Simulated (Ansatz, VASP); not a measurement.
## Si3Sn in VASP and in Ansatz

```xyz
4
Lattice="4.2041 0.0000 0.0000 0.0000 4.2041 0.0000 0.0000 0.0000 4.2041" Properties=species:S:1:pos:R:3 pbc="T T T"
Si    2.1021    2.1021    0.0000
Si    2.1021    0.0000    2.1021
Si    0.0000    2.1021    2.1021
Sn    0.0000    0.0000    0.0000
```

Change from the starting cell: species swapped into the CuAu3 type (Pm-3m, No. 221).

Alike in both runs: functional PBE; k mesh 12 × 12 × 12; occupations gaussian, width 0.1 eV; no spin polarisation.

Ansatz relaxed the structure, and its values are those at the end. VASP's run is a single point on that final structure, the one shown.

|  | VASP | Ansatz |
| --- | --- | --- |
| version | VASP 6.6.1 | Ansatz 0.2.0 |
| potentials or method | VASP PAW PBE potentials, release 64 (Si, Sn_d), cutoff 520 eV | scalar-relativistic, plane waves, PAW |
| valence electrons in the cell | 26 | 26 |

|  | VASP | Ansatz | Ansatz less VASP |
| --- | --- | --- | --- |
| gap on the k mesh at the Fermi level (eV) | none | none | - |
| pressure (GPa) | -0.1 | 0.0 | +0.08 |

A gap of «none» marks a metal or a gap that the smearing closes.
